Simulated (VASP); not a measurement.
# BN (Fmm2) in VASP: a series of runs

BN is run at these levels: r2SCAN; tasks: single point.

All numbers are computed with VASP 6.6.1; they aren't measurements. Logs are shortened: lines on timing, memory, paths and dates and some standing lists are left out, and cuts for length are marked.

## 1. The cell of the first run

It takes space group Fmm2 (No. 42, orthorhombic). Conventional cell: a = 2.564 Å, b = 7.161 Å, c = 4.438 Å, α = 90.00°, β = 90.00°, γ = 90.00°. B (site symmetry mm2) has 3 N at 1.48 Å within 2.0 Å. N (site symmetry mm2) has 3 B at 1.48 Å within 2.0 Å.

## 2. Single point, r2SCAN

POSCAR reads:

```
BN
1.0
    0.0000000000      3.5806010367      2.2189432029
    1.2821715796      0.0000000000      2.2189432029
    1.2821715796      3.5806010367      0.0000000000
B N
1 1
Direct
    0.0000490000      0.0000490000      0.9999510000
    0.6666666667      0.6666666667      0.3333333333
```

INCAR.step1 reads:

```
SYSTEM = BN
PREC = Accurate
ENCUT = 520
ISMEAR = 1
SIGMA = 0.01
LREAL = .FALSE.
LASPH = .TRUE.
NELM = 80
NBANDS = 11
GGA = PE
ALGO = Normal
EDIFF = 1E-4
LWAVE = .TRUE.
LCHARG = .FALSE.
```

INCAR.step2 reads:

```
SYSTEM = BN
PREC = Accurate
ENCUT = 520
EDIFF = 1E-7
ISMEAR = 1
SIGMA = 0.01
LREAL = .FALSE.
LASPH = .TRUE.
NELM = 80
ALGO = Normal
ISIF = 2
LWAVE = .FALSE.
LCHARG = .TRUE.
METAGGA = R2SCAN
LMIXTAU = .TRUE.
LELF = .TRUE.
LVHAR = .TRUE.
NBANDS = 11
ISTART = 1
```

KPOINTS reads:

```
regular mesh
0
G
  8 8 8
  0 0 0
```

Potentials or basis: VASP PAW PBE potentials, release 64 (B, N).

The run is started by

```console
cat potpaw_PBE.64/B/POTCAR potpaw_PBE.64/N/POTCAR > POTCAR
cp INCAR.step1 INCAR
mpirun -np 1 vasp_std > vasp.out
cp INCAR.step2 INCAR
mpirun -np 1 vasp_std > vasp.out
```

OUTCAR:

```text
SYSTEM = BN
   PREC = Accurate
   ENCUT = 520
   EDIFF = 1E-7
   ISMEAR = 1
   LREAL = .FALSE.
   LASPH = .TRUE.
   NELM = 80
   ISIF = 2
   METAGGA = R2SCAN
   ISTART = 1

 ion  position               nearest neighbor table
   1  0.000  0.000  1.000-   2 1.48   2 1.48   2 1.48
   2  0.667  0.667  0.333-   1 1.48   1 1.48   1 1.48

  LATTYP: Found a face centered orthorhombic cell.
 ALAT       =     2.5643431592
 B/A-ratio  =     1.7306133112
 C/A-ratio  =     2.7926067725

  Lattice vectors:

 A1 = (  -0.0000000000,   3.5806010367,   2.2189432029)
 A2 = (  -1.2821715796,   3.5806010367,   0.0000000000)
 A3 = (  -1.2821715796,   0.0000000000,   2.2189432029)

Analysis of symmetry for initial positions (statically):
=====================================================================
 Subroutine PRICEL returns:
 Original cell was already a primitive cell.

 Routine SETGRP: Setting up the symmetry group for a
 face centered orthorhombic supercell.

 Subroutine GETGRP returns: Found  4 space group operations
 (whereof  4 operations were pure point group operations)
 out of a pool of  8 trial point group operations.

The static configuration has the point symmetry C_2v.

Analysis of symmetry for dynamics (positions and initial velocities):
=====================================================================
 Subroutine PRICEL returns:
 Original cell was already a primitive cell.

 Routine SETGRP: Setting up the symmetry group for a
 face centered orthorhombic supercell.

 Subroutine GETGRP returns: Found  4 space group operations
 (whereof  4 operations were pure point group operations)
 out of a pool of  8 trial point group operations.

The dynamic configuration has the point symmetry C_2v.

 Subroutine INISYM returns: Found  4 space group operations
 (whereof  4 operations are pure point group operations),
 and found     1 'primitive' translations

----------------------------------------------------------------------------------------

                                     Primitive cell

  volume of cell :      20.3741

  direct lattice vectors                    reciprocal lattice vectors
     0.000000000  3.580601037  2.218943203    -0.389963409  0.139641360  0.225332491
     1.282171580  0.000000000  2.218943203     0.389963409 -0.139641360  0.225332491
     1.282171580  3.580601037  0.000000000     0.389963409  0.139641360 -0.225332491

  length of vectors
     4.212411746  2.562747139  3.803244371     0.471535684  0.471535684  0.471535684

  position of ions in fractional coordinates (direct lattice)
     0.000049000  0.000049000  0.999951000
     0.666666667  0.666666667  0.333333333

  ion indices of the primitive-cell ions
   primitive index   ion index
                 1           1
                 2           2

----------------------------------------------------------------------------------------

 KPOINTS: regular mesh

Automatic generation of k-mesh.
 Grid dimensions read from file:
 generate k-points for:    8    8    8

 Generating k-lattice:

  Cartesian coordinates                     Fractional coordinates (reciprocal lattice)
    -0.048745426  0.017455170  0.028166561     0.125000000  0.000000000 -0.000000000
     0.048745426 -0.017455170  0.028166561     0.000000000  0.125000000  0.000000000
     0.048745426  0.017455170 -0.028166561    -0.000000000  0.000000000  0.125000000

  Length of vectors
     0.058941961  0.058941961  0.058941961

  Shift w.r.t. Gamma in fractional coordinates (k-lattice)
     0.000000000  0.000000000  0.000000000

 Subroutine IBZKPT returns following result:
 ===========================================

 Found     95 irreducible k-points:

 Following reciprocal coordinates:
            Coordinates               Weight
  0.000000  0.000000  0.000000      1.000000
  0.125000  0.000000  0.000000      8.000000
  0.250000  0.000000  0.000000      8.000000
  0.375000 -0.000000  0.000000      8.000000
  0.500000  0.000000  0.000000      4.000000
  0.125000  0.125000  0.000000      2.000000
[... 16 lines left out ...]
  0.250000  0.000000  0.125000      8.000000
  0.375000 -0.000000  0.125000      8.000000
 [... further k-points ...]
   k-points           NKPTS =     95   k-points in BZ     NKDIM =     95   number of bands    NBANDS=     11
   number of dos      NEDOS =    301   number of ions     NIONS =      2
   total plane-waves  NPLWV =  17920
   dimension x,y,z NGX =    32 NGY =   20 NGZ =   28
   dimension x,y,z NGXF=    64 NGYF=   40 NGZF=   56
   ions per type =               1   1
   NGX,Y,Z   is equivalent  to a cutoff of  12.63, 12.97, 12.24 a.u.
   NGXF,Y,Z  is equivalent  to a cutoff of  25.26, 25.95, 24.48 a.u.
 SYSTEM =  BN
   PREC   = accura    normal or accurate (medium, high low for compatibility)
   ISTART =      1    job   : 0-new  1-cont  2-samecut
   ICHARG =      0    charge: 1-file 2-atom 10-const
   ISPIN  =      1    spin polarized calculation?
   LNONCOLLINEAR =      F non collinear calculations
   LSORBIT =      F    spin-orbit coupling
   LASPH  =      T    aspherical Exc in radial PAW
   ENCUT  =  520.0 eV  38.22 Ry    6.18 a.u.   7.83  4.77  7.07*2*pi/ulx,y,z
   NELM   =     80;   NELMIN=  2; NELMDL=  0     # of ELM steps
   EDIFF  = 0.1E-06   stopping-criterion for ELM
   LREAL  =      F    real-space projection
   EDIFFG = 0.1E-05   stopping-criterion for IOM
   NSW    =      0    number of steps for IOM
   IBRION =     -1    ionic relax: 0-MD 1-quasi-New 2-CG
   NFREE  =      0    steps in history (QN), initial steepest desc. (CG)
   ISIF   =      2    stress and relaxation
   ISYM   =      2    0-nonsym 1-usesym 2-fastsym
   POTIM  = 0.5000    time-step for ionic-motion
   TEBEG  =    0.0;   TEEND  =   0.0 temperature during run
   PSTRESS=    0.0 pullay stress
   NELECT =       8.0000    total number of electrons
   NUPDOWN=      -1.0000    fix difference up-down
   EMIN   =  10.00;   EMAX   =-10.00  energy-range for DOS
   EFERMI =   0.00;   METHOD = LEGACY
   ISMEAR =     1;   SIGMA  =   0.01  broadening in eV -4-tet -1-fermi 0-gaus
   EFERMI_NEDOS =   21; number of points for ismear=-14 and -15
   IALGO  =     38    algorithm
   IMIX   =      4    mixing-type and parameters
     AMIX     =   0.40;   BMIX     =  1.00
     AMIX_MAG =   1.60;   BMIX_MAG =  1.00
  volume/ion in A,a.u.               =      10.19        68.75
  Fermi-wavevector in a.u.,A,eV,Ry     =   1.198796  2.265397 19.553105  1.437113
  Thomas-Fermi vector in A             =   2.334676
   LORBIT       =      0    0 simple, 1 ext, 2 COOP (PROOUT), +10 PAW based schemes
   METAGGA = R2SCAN    functional components
   LHFCALC =     F    Hartree Fock is set to
   AEXX    =    0.0000 exact exchange contribution
   IVDW    =     0    specifies the selected vdW correction
   LEPSILON=     F    determine dielectric tensor
   LRPA    =     F    only Hartree local field effects (RPA)
 non-spin polarized calculation
 Methfessel and Paxton  Order N= 1 SIGMA  =   0.01
  energy-cutoff  :      520.00
  volume of cell :       20.37
 maximum number of plane-waves:       574
   NGX = 15   NGY =  9   NGZ = 15

 number of electron       8.0000000 magnetization

 Free energy of the ion-electron system (eV)
  ---------------------------------------------------
  ext. energy  EPLUGINS =         0.00000000
  ---------------------------------------------------
  free energy    TOTEN  =       -19.22581224 eV

  energy without entropy =      -19.22581224  energy(sigma->0) =      -19.22581224

 E-fermi :   1.3925     XC(G=0): -10.0810

 val. band max:        1.2685970406   @ k =   0.5000  -0.3750   0.1250
 cond. band min:       5.5452660626   @ k =   0.0000   0.5000   0.5000
 fundamental gap:      4.2766690220
 Fermi energy:         1.3925477988

 k-point     1 :       0.0000    0.0000    0.0000
  band No.  band energies     occupation
      1     -17.1629      2.00000
      2      -3.0555      2.00000
      3      -0.2672      2.00000
      4      -0.2595      2.00000
      5       6.3141      0.00000
      6      12.9157      0.00000
      7      12.9708      0.00000
      8      14.5800      0.00000
      9      15.2075      0.00000
     10      27.1309      0.00000
     11      28.2280      0.00000

 k-point     2 :       0.1250    0.0000    0.0000
  band No.  band energies     occupation
      1     -16.8587      2.00000
      2      -2.7538      2.00000
      3      -1.4814      2.00000
      4      -0.7916      2.00000
      5       6.9978      0.00000
      6      12.7780      0.00000
      7      13.5307      0.00000
      8      14.1989      0.00000
      9      16.2015      0.00000
     10      25.1874      0.00000
     11      27.9324      0.00000

 k-point     3 :       0.2500    0.0000    0.0000
  band No.  band energies     occupation
      1     -15.9970      2.00000
      2      -4.0734      2.00000
      3      -1.8575      2.00000
      4      -1.8359      2.00000
      5       8.5355      0.00000
      6      11.0893      0.00000
      7      12.5339      0.00000
      8      17.3388      0.00000
      9      18.3036      0.00000
     10      21.6785      0.00000
     11      26.4109      0.00000

 k-point     4 :       0.3750   -0.0000    0.0000
  band No.  band energies     occupation
      1     -14.8142      2.00000
      2      -6.6086      2.00000
      3      -2.6837      2.00000
      4      -0.5428      2.00000
      5       7.7156      0.00000
      6      10.7293      0.00000
      7      13.1158      0.00000
      8      18.7053      0.00000
      9      20.7591      0.00000
     10      21.0623      0.00000
     11      24.9549      0.00000
[... 239 lines left out ...]
 k-point    22 :       0.1250    0.0000    0.1250
  band No.  band energies     occupation
      1     -17.1398      2.00000
      2      -3.3239      2.00000
      3      -0.2660      2.00000
      4      -0.2626      2.00000
      5       6.8885      0.00000
      6      12.9202      0.00000
      7      12.9558      0.00000
      8      14.3137      0.00000
      9      15.5049      0.00000
     10      26.9727      0.00000
     11      27.5615      0.00000

 k-point    23 :       0.2500    0.0000    0.1250
  band No.  band energies     occupation
      1     -16.8174      2.00000
      2      -3.2143      2.00000
      3      -1.4782      2.00000
      4      -0.7917      2.00000
      5       8.0031      0.00000
      6      12.7319      0.00000
      7      13.5947      0.00000
      8      14.2018      0.00000
      9      16.2614      0.00000
     10      25.1315      0.00000
     11      27.4491      0.00000

 k-point    24 :       0.3750   -0.0000    0.1250
  band No.  band energies     occupation
      1     -15.9493      2.00000
      2      -4.0847      2.00000
      3      -2.3560      2.00000
      4      -1.8373      2.00000
      5       9.2616      0.00000
      6      11.5899      0.00000
      7      12.9378      0.00000
      8      17.3384      0.00000
      9      17.9426      0.00000
     10      22.1520      0.00000
     11      26.3171      0.00000

 [... further k-points ...]
[... 5 lines left out ...]
  --------------------------------------------------------------------------------------
  -------------------------------------------------------------------------------------
  Total       -2.8455169     -0.0817010     -2.8430800      0.0000000      0.0000000      0.0000000
  in kB     -223.7656857     -6.4248039   -223.5740536      0.0000000      0.0000000      0.0000000
  external PRESSURE =    -151.2548477 kB  Pullay stress =       0.0000000 kB

 VOLUME and BASIS-vectors are now :
 -----------------------------------------------------------------------------
  energy-cutoff  :      520.00
  volume of cell :       20.37
      direct lattice vectors                 reciprocal lattice vectors
     0.000000000  3.580601037  2.218943203    -0.389963409  0.139641360  0.225332491
     1.282171580  0.000000000  2.218943203     0.389963409 -0.139641360  0.225332491
     1.282171580  3.580601037  0.000000000     0.389963409  0.139641360 -0.225332491

 POSITION                                       TOTAL-FORCE (eV/Angst)
 -----------------------------------------------------------------------------------
      1.28217      3.58060      0.00022         0.000000      0.000000      0.007740
      1.28217      3.58060      2.95859         0.000000      0.000000     -0.007740
 -----------------------------------------------------------------------------------
    total drift:                               -0.000014      0.000008      0.000002

  FREE ENERGIE OF THE ION-ELECTRON SYSTEM (eV)
  ---------------------------------------------------
  free  energy   TOTEN  =       -19.2258122388 eV

  energy  without entropy=      -19.2258122388  energy(sigma->0) =      -19.22581224
```

Wall time 2.4 min (1 thread of AMD EPYC 9R45 (Zen 5), shared host); peak memory 0.12 GiB.

Results:

```yaml
Free_energy: -19.2258 eV
Pressure: -15.1 GPa
Largest_force: 0.008 eV/Å
Band_gap_on_the_k_mesh: 4.28 eV, indirect (least direct gap 5.23 eV)
```

Forces on the atoms (eV/Å):
```
B    0.000  0.000  0.008
N    0.000  0.000 -0.008
```

Stress tensor (GPa, compression positive):
```
-22.38   0.00   0.00
  0.00  -0.64   0.00
  0.00   0.00 -22.36
```

Caveat: the PAW data sets were made with another functional, which shifts forces and pressure a little. A k mesh can miss the band edges.

## 3. Single point, r2SCAN

This run uses another cell than the first one, of 10.42 Å³/atom, 1.023 times its volume.

POSCAR reads:

```
BN
1.0
    0.0000000000      3.6081452040      2.2360126676
    1.2920348255      0.0000000000      2.2360126676
    1.2920348255      3.6081452040      0.0000000000
B N
1 1
Direct
    0.0000490000      0.0000490000      0.9999510000
    0.6666666667      0.6666666667      0.3333333333
```

INCAR.step1 reads:

```
  PREC = Accurate
  ENCUT = 520
  ISMEAR = 1
  SIGMA = 0.01
  LREAL = False
  LASPH = True
  NELM = 80
  NBANDS = 11
  GGA = PE
  ALGO = Normal
  EDIFF = 1E-4
  LWAVE = True
  LCHARG = False
```

INCAR.step2 reads:

```
  PREC = Accurate
  ENCUT = 520
  EDIFF = 1E-6
  ISMEAR = 1
  SIGMA = 0.01
  LREAL = False
  LASPH = True
  NELM = 80
  ALGO = Normal
  ISIF = 2
  LWAVE = False
  LCHARG = True
  METAGGA = R2SCAN
  LMIXTAU = True
  LELF = True
  LVHAR = True
  NBANDS = 11
  ISTART = 1
```

KPOINTS reads:

```
regular mesh
0
Gamma
  8 8 8
```

Potentials or basis: VASP PAW PBE potentials, release 64 (B, N).

The run is started by

```console
cat potpaw_PBE.64/B/POTCAR potpaw_PBE.64/N/POTCAR > POTCAR
cp INCAR.step1 INCAR
mpirun -np 1 vasp_std > vasp.out
cp INCAR.step2 INCAR
mpirun -np 1 vasp_std > vasp.out
```

Wall time 2.4 min (1 thread of AMD EPYC 9R45 (Zen 5), shared host); peak memory 0.13 GiB.

Results (log left out):

- Free energy: -19.1757 eV
- Pressure: -19.1 GPa
- Largest force: 0.007 eV/Å
- Band gap on the k mesh: 4.26 eV, indirect (least direct gap 5.17 eV)

Forces on the atoms (eV/Å):
```
B    0.000  0.000  0.007
N    0.000  0.000 -0.007
```

Stress tensor (GPa, compression positive):
```
-28.31   0.00   0.00
  0.00  -0.72   0.00
  0.00   0.00 -28.28
```

Levels at points of the mesh, in eV from the valence-band top:
```tsv
k point	band 2	band 3	band 4	band 5	band 6	band 7
(0.00, 0.00, 0.00)	-4.23	-1.55	-1.54	5.01	11.47	11.52
(0.50, 0.00, 0.00)	-8.97	-4.22	-0.94	5.03	9.50	13.37
(0.50, 0.50, 0.00)	-9.05	-4.21	-0.49	6.14	9.16	12.26
(0.50, 0.00, 0.50)	-5.72	-1.56	-1.54	9.62	10.97	11.42
(0.00, 0.50, 0.50)	-8.89	-4.25	-1.33	4.26	9.57	14.55
```

Caveat: the PAW data sets were made with another functional, which shifts forces and pressure a little. r2SCAN opens gaps a little over a GGA but as a rule still falls short of measured ones.
